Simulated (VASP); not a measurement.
Set up this calculation in VASP 6.6.1, as the native input.

```
Task                   : single point
Functional             : PBEsol
Potentials or basis    : VASP PAW PBE potentials, release 64 (Zn, S)
Cutoff                 : 520 eV
k mesh                 : 8 × 8 × 5
Occupations            : fermi-dirac, width 0.03 eV
Spin                   : no spin polarisation
Dipole correction      : no
Further INCAR settings : ALGO = Normal; EDIFF = 1e-07; NBANDS = 26
```

The structure of ZnS lies in POSCAR:

```
ZnS
1.0
    3.8109987816      0.0571649817      0.0571649817
   -1.8559930644      3.2718392677      0.0209238355
    0.0935100000      0.0935100000      6.2340000000
Zn S
2 2
Direct
    0.3333333333      0.6666666667      0.0000000000
    0.6666666667      0.3333333333      0.5000000000
    0.3333333333      0.6666666667      0.3850000000
    0.6666666667      0.3333333333      0.8850000000
```

This cell differs from its parent crystal: equal xy, yz and zx shear strains of +3 %.

One way to write it, as run:

INCAR

```
SYSTEM = ZnS
ALGO = Normal
EDIFF = 1E-7
ENCUT = 520
GGA = PS
ISIF = 2
ISMEAR = -1
LASPH = .True.
LCHARG = .False.
LREAL = .False.
LWAVE = .False.
NBANDS = 26
NELM = 60
PREC = Accurate
SIGMA = 0.03
```

KPOINTS

```
k-points
0
Gamma
  8 8 5
  0 0 0
```

Potentials or basis: VASP PAW PBE potentials, release 64 (Zn, S).

Run with:

```console
$ cat potpaw_PBE.64/Zn/POTCAR potpaw_PBE.64/S/POTCAR > POTCAR
$ mpirun -np 1 vasp_std > vasp.out
```

Results of the run:

The pressure is -1.0 GPa and the largest force is 0.446 eV/Å. The band gap on the k mesh is 2.05 eV, direct.

Caveat: the cell differs from its parent crystal (equal xy, yz and zx shear strains of +3 %); the PAW data sets were made with another functional, which shifts forces and pressure a little.

Run time: 6.4 min on 1 thread of Oxide Virtual Turin-like Processor, on a shared host, peak memory 0.35 GiB.
